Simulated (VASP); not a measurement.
# BN (F-43m) in VASP: single point with HSE06

Aim: the single point of BN with HSE06.

Program: VASP 6.6.1. These are calculated values, not measurements. Logs are shortened: lines on timing, memory, paths and dates and some standing lists are left out, and cuts for length are marked.

### Step 1. The cell of the first run

The structure is cubic, space group F-43m (No. 216). Conventional cell: a = 3.610 Å, b = 3.610 Å, c = 3.610 Å, α = 90.00°, β = 90.00°, γ = 90.00°. Within 2.1 Å of B (site symmetry -43m) lie 4 N at 1.56 Å. N (site symmetry -43m) has 4 B at 1.56 Å within 2.1 Å.

### Step 2. Single point, HSE06

POSCAR reads:

```
BN
1.0
    0.0000000000      1.8048254650      1.8048254650
    1.8048254650      0.0000000000      1.8048254650
    1.8048254650      1.8048254650      0.0000000000
B N
1 1
Direct
    0.0000000000      0.0000000000      0.0000000000
    0.2500000000      0.2500000000      0.2500000000
```

INCAR.step1 reads:

```
SYSTEM = BN
ALGO = Normal
EDIFF = 1E-5
ENCUT = 520
GGA = PE
ISIF = 2
ISMEAR = 0
LASPH = .TRUE.
LCHARG = .FALSE.
LREAL = .FALSE.
LWAVE = .TRUE.
NBANDS = 11
NELM = 80
PREC = Accurate
SIGMA = 0.01
```

INCAR.step2 reads:

```
SYSTEM = BN
ALGO = Normal
EDIFF = 1E-6
ENCUT = 520
GGA = PE
HFSCREEN = 0.2079
ISIF = 2
ISMEAR = 0
ISTART = 1
LASPH = .TRUE.
LCHARG = .FALSE.
LHFCALC = .TRUE.
LREAL = .FALSE.
LWAVE = .FALSE.
NBANDS = 11
NELM = 80
PREC = Accurate
PRECFOCK = Normal
SIGMA = 0.01
```

KPOINTS reads:

```
k-points
0
G
  8 8 8
  0 0 0
```

Potentials or basis: VASP PAW PBE potentials, release 64 (B, N).

Command:

```bash
$ cat potpaw_PBE.64/B/POTCAR potpaw_PBE.64/N/POTCAR > POTCAR
$ cp INCAR.step1 INCAR
$ mpirun -np 1 vasp_std > vasp.out
$ cp INCAR.step2 INCAR
$ mpirun -np 1 vasp_std > vasp.out
```

OUTCAR:

```text
SYSTEM = BN
   EDIFF = 1E-6
   ENCUT = 520
   GGA = PE
   HFSCREEN = 0.2079
   ISIF = 2
   ISMEAR = 0
   ISTART = 1
   LASPH = .TRUE.
   LHFCALC = .TRUE.
   LREAL = .FALSE.
   NELM = 80
   PREC = Accurate
   PRECFOCK = Normal

 ion  position               nearest neighbor table
   1  0.000  0.000  0.000-   2 1.56   2 1.56   2 1.56   2 1.56
   2  0.250  0.250  0.250-   1 1.56   1 1.56   1 1.56   1 1.56

  LATTYP: Found a face centered cubic cell.
 ALAT       =     3.6096509300

  Lattice vectors:

 A1 = (   0.0000000000,   1.8048254650,   1.8048254650)
 A2 = (   1.8048254650,   0.0000000000,   1.8048254650)
 A3 = (   1.8048254650,   1.8048254650,   0.0000000000)

Analysis of symmetry for initial positions (statically):
=====================================================================
 Subroutine PRICEL returns:
 Original cell was already a primitive cell.

 Routine SETGRP: Setting up the symmetry group for a
 face centered cubic supercell.

 Subroutine GETGRP returns: Found 24 space group operations
 (whereof 24 operations were pure point group operations)
 out of a pool of 48 trial point group operations.

The static configuration has the point symmetry T_d .

Analysis of symmetry for dynamics (positions and initial velocities):
=====================================================================
 Subroutine PRICEL returns:
 Original cell was already a primitive cell.

 Routine SETGRP: Setting up the symmetry group for a
 face centered cubic supercell.

 Subroutine GETGRP returns: Found 24 space group operations
 (whereof 24 operations were pure point group operations)
 out of a pool of 48 trial point group operations.

The dynamic configuration has the point symmetry T_d .

 Subroutine INISYM returns: Found 24 space group operations
 (whereof 24 operations are pure point group operations),
 and found     1 'primitive' translations

----------------------------------------------------------------------------------------

                                     Primitive cell

  volume of cell :      11.7581

  direct lattice vectors                    reciprocal lattice vectors
     0.000000000  1.804825465  1.804825465    -0.277035098  0.277035098  0.277035098
     1.804825465  0.000000000  1.804825465     0.277035098 -0.277035098  0.277035098
     1.804825465  1.804825465  0.000000000     0.277035098  0.277035098 -0.277035098

  length of vectors
     2.552408650  2.552408650  2.552408650     0.479838866  0.479838866  0.479838866

  position of ions in fractional coordinates (direct lattice)
     0.000000000  0.000000000  0.000000000
     0.250000000  0.250000000  0.250000000

  ion indices of the primitive-cell ions
   primitive index   ion index
                 1           1
                 2           2

----------------------------------------------------------------------------------------

 KPOINTS: k-points

Automatic generation of k-mesh.
 Grid dimensions read from file:
 generate k-points for:    8    8    8

 Generating k-lattice:

  Cartesian coordinates                     Fractional coordinates (reciprocal lattice)
    -0.034629387  0.034629387  0.034629387     0.125000000  0.000000000  0.000000000
     0.034629387 -0.034629387  0.034629387     0.000000000  0.125000000  0.000000000
     0.034629387  0.034629387 -0.034629387     0.000000000  0.000000000  0.125000000

  Length of vectors
     0.059979858  0.059979858  0.059979858

  Shift w.r.t. Gamma in fractional coordinates (k-lattice)
     0.000000000  0.000000000  0.000000000

 Subroutine IBZKPT returns following result:
 ===========================================

 Found     29 irreducible k-points:

 Following reciprocal coordinates:
            Coordinates               Weight
  0.000000  0.000000  0.000000      1.000000
  0.125000  0.000000  0.000000      8.000000
  0.250000  0.000000  0.000000      8.000000
  0.375000  0.000000  0.000000      8.000000
  0.500000  0.000000  0.000000      4.000000
  0.125000  0.125000  0.000000      6.000000
[... 16 lines left out ...]
  0.500000  0.250000  0.125000     48.000000
 -0.375000  0.250000  0.125000     24.000000
 [... further k-points ...]
   k-points           NKPTS =     29   k-points in BZ     NKDIM =    512   number of bands    NBANDS=     11
   number of dos      NEDOS =    301   number of ions     NIONS =      2
   total plane-waves  NPLWV =   8000
   dimension x,y,z NGX =    20 NGY =   20 NGZ =   20
   dimension x,y,z NGXF=    40 NGYF=   40 NGZF=   40
   ions per type =               1   1
   NGX,Y,Z   is equivalent  to a cutoff of  13.03, 13.03, 13.03 a.u.
   NGXF,Y,Z  is equivalent  to a cutoff of  26.05, 26.05, 26.05 a.u.
 SYSTEM =  BN
   PREC   = accura    normal or accurate (medium, high low for compatibility)
   ISTART =      1    job   : 0-new  1-cont  2-samecut
   ICHARG =      0    charge: 1-file 2-atom 10-const
   ISPIN  =      1    spin polarized calculation?
   LNONCOLLINEAR =      F non collinear calculations
   LSORBIT =      F    spin-orbit coupling
   LASPH  =      T    aspherical Exc in radial PAW
   ENCUT  =  520.0 eV  38.22 Ry    6.18 a.u.   4.75  4.75  4.75*2*pi/ulx,y,z
   NELM   =     80;   NELMIN=  2; NELMDL=  0     # of ELM steps
   EDIFF  = 0.1E-05   stopping-criterion for ELM
   LREAL  =      F    real-space projection
   EDIFFG = 0.1E-04   stopping-criterion for IOM
   NSW    =      0    number of steps for IOM
   IBRION =     -1    ionic relax: 0-MD 1-quasi-New 2-CG
   NFREE  =      0    steps in history (QN), initial steepest desc. (CG)
   ISIF   =      2    stress and relaxation
   ISYM   =      3    0-nonsym 1-usesym 2-fastsym
   POTIM  = 0.5000    time-step for ionic-motion
   TEBEG  =    0.0;   TEEND  =   0.0 temperature during run
   PSTRESS=    0.0 pullay stress
   NELECT =       8.0000    total number of electrons
   NUPDOWN=      -1.0000    fix difference up-down
   EMIN   =  10.00;   EMAX   =-10.00  energy-range for DOS
   EFERMI =   0.00;   METHOD = LEGACY
   ISMEAR =     0;   SIGMA  =   0.01  broadening in eV -4-tet -1-fermi 0-gaus
   EFERMI_NEDOS =   21; number of points for ismear=-14 and -15
   IALGO  =     38    algorithm
   IMIX   =      1    mixing-type and parameters
     AMIX     =   0.40;   BMIX     =  1.00
     AMIX_MAG =   1.60;   BMIX_MAG =  1.00
  volume/ion in A,a.u.               =       5.88        39.67
  Fermi-wavevector in a.u.,A,eV,Ry     =   1.439880  2.720979 28.208337  2.073254
  Thomas-Fermi vector in A             =   2.558686
   LORBIT       =      0    0 simple, 1 ext, 2 COOP (PROOUT), +10 PAW based schemes
   GGA     = PE    functional components
   LHFCALC =     T    Hartree Fock is set to
   PRECFOCK=normal    Normal, Fast or Accurate (Low or Medium for compatibility)
   ENCUT4O =  -1.0   cutoff for four orbital integrals eV
   NKREDX  =     1    reduce k-point grid by
   NKREDY  =     1    reduce k-point grid by
   NKREDZ  =     1    reduce k-point grid by
   AEXX    =    0.2500 exact exchange contribution
   HFSCREEN=    0.2079 screening length (either q_TF or 0.3 A-1)
   HFSCREENC=   0.2079 screening length for correlation (either q_TF or 0.3 A-1)
   ENCUTFOCK=  -1.0 apply spherical cutoff to Coloumb kernel
   IVDW    =     0    specifies the selected vdW correction
   LEPSILON=     F    determine dielectric tensor
   LRPA    =     F    only Hartree local field effects (RPA)
 non-spin polarized calculation
 Gauss-broadening in eV      SIGMA  =   0.01
  energy-cutoff  :      520.00
  volume of cell :       11.76
 maximum number of plane-waves:       332
  NGX = 16; NGY = 16; NGZ = 16

 number of electron       7.9999999 magnetization

 Free energy of the ion-electron system (eV)
  ---------------------------------------------------
  ext. energy  EPLUGINS =         0.00000000
  ---------------------------------------------------
  free energy    TOTEN  =       -20.32734307 eV

  energy without entropy =      -20.32734307  energy(sigma->0) =      -20.32734307

 E-fermi :   6.6980     XC(G=0): -10.5055

 val. band max:        6.5986653790   @ k =   0.0000   0.0000   0.0000
 cond. band min:      12.3779822782   @ k =   0.5000   0.5000   0.0000
 fundamental gap:      5.7793168992
 Fermi energy:         6.6979763656

 k-point     1 :       0.0000    0.0000    0.0000
  band No.  band energies     occupation
      1     -15.5594      2.00000
      2       6.5987      2.00000
      3       6.5987      2.00000
      4       6.5987      2.00000
      5      17.1734      0.00000
      6      17.1734      0.00000
      7      17.1734      0.00000
      8      18.8033      0.00000
      9      33.4151      0.00000
     10      36.4118      0.00000
     11      36.4118      0.00000

 k-point     2 :       0.1250    0.0000    0.0000
  band No.  band energies     occupation
      1     -15.1496      2.00000
      2       4.5692      2.00000
      3       6.1914      2.00000
      4       6.1914      2.00000
      5      17.5313      0.00000
      6      17.7900      0.00000
      7      17.7900      0.00000
      8      20.1019      0.00000
      9      32.8929      0.00000
     10      33.1554      0.00000
     11      33.1554      0.00000

 k-point     3 :       0.2500    0.0000    0.0000
  band No.  band energies     occupation
      1     -13.9602      2.00000
      2       0.6213      2.00000
      3       5.3796      2.00000
      4       5.3796      2.00000
      5      17.9945      0.00000
      6      18.8038      0.00000
      7      18.8038      0.00000
      8      22.3081      0.00000
      9      32.0142      0.00000
     10      32.1048      0.00000
     11      32.1048      0.00000
[... 267 lines left out ...]
 k-point    23 :       0.5000    0.2500    0.1250
  band No.  band energies     occupation
      1     -11.3098      2.00000
      2      -2.3871      2.00000
      3       1.4156      2.00000
      4       3.4022      2.00000
      5      17.6729      0.00000
      6      19.8101      0.00000
      7      22.4811      0.00000
      8      23.3947      0.00000
      9      28.8741      0.00000
     10      34.0676      0.00000
     11      36.4919      0.00000

 k-point    24 :      -0.3750    0.2500    0.1250
  band No.  band energies     occupation
      1     -10.2528      2.00000
      2      -3.9826      2.00000
      3       1.3253      2.00000
      4       2.8605      2.00000
      5      17.8432      0.00000
      6      19.6295      0.00000
      7      23.2023      0.00000
      8      24.6887      0.00000
      9      28.0912      0.00000
     10      34.8754      0.00000
     11      36.4357      0.00000

 [... further k-points ...]

------------------------ aborting loop because EDIFF is reached ----------------------------------------

  FORCE on cell =-STRESS in cart. coord.  units (eV):
  Direction    XX          YY          ZZ          XY          YZ          ZX
  --------------------------------------------------------------------------------------
  -------------------------------------------------------------------------------------
  Total       -0.2885697     -0.2885697     -0.2885697      0.0000000      0.0000000      0.0000000
  in kB      -39.3210985    -39.3210985    -39.3210985      0.0000000      0.0000000      0.0000000
  external PRESSURE =     -39.3210985 kB  Pullay stress =       0.0000000 kB

 VOLUME and BASIS-vectors are now :
 -----------------------------------------------------------------------------
  energy-cutoff  :      520.00
  volume of cell :       11.76
      direct lattice vectors                 reciprocal lattice vectors
     0.000000000  1.804825465  1.804825465    -0.277035098  0.277035098  0.277035098
     1.804825465  0.000000000  1.804825465     0.277035098 -0.277035098  0.277035098
     1.804825465  1.804825465  0.000000000     0.277035098  0.277035098 -0.277035098

 POSITION                                       TOTAL-FORCE (eV/Angst)
 -----------------------------------------------------------------------------------
      0.00000      0.00000      0.00000         0.000000      0.000000      0.000000
      0.90241      0.90241      0.90241        -0.000000     -0.000000     -0.000000
 -----------------------------------------------------------------------------------
    total drift:                               -0.000000     -0.000000     -0.000000

  FREE ENERGIE OF THE ION-ELECTRON SYSTEM (eV)
  ---------------------------------------------------
  free  energy   TOTEN  =       -20.3273430729 eV

  energy  without entropy=      -20.3273430729  energy(sigma->0) =      -20.32734307
```

It took 4.4 min on 1 thread of Intel Xeon 6975P-C (Granite Rapids), shared host; peak memory 0.23 GiB.

What came out:

- Free energy: -20.3273 eV
- Pressure: -3.9 GPa
- Band gap on the k mesh: 5.78 eV (least direct gap 10.57 eV)

Levels at points of the mesh, in eV from the valence-band top:
| k point | band 1 | band 2 | band 3 | band 4 | band 5 | band 6 | band 7 | band 8 | band 9 |
| --- | --- | --- | --- | --- | --- | --- | --- | --- | --- |
| (0.00, 0.00, 0.00) | -22.16 | 0.00 | 0.00 | 0.00 | 10.57 | 10.57 | 10.57 | 12.20 | 26.82 |
| (0.50, 0.00, 0.00) | -17.61 | -11.67 | -2.11 | -2.11 | 11.90 | 12.54 | 12.54 | 17.42 | 25.63 |
| (0.50, 0.50, 0.00) | -16.12 | -9.80 | -5.34 | -5.34 | 5.78 | 10.76 | 20.53 | 20.53 | 23.32 |

Caveat: the cell stands under tension; the PAW data sets were made with another functional, which shifts forces and pressure a little. A k mesh can miss the band edges.
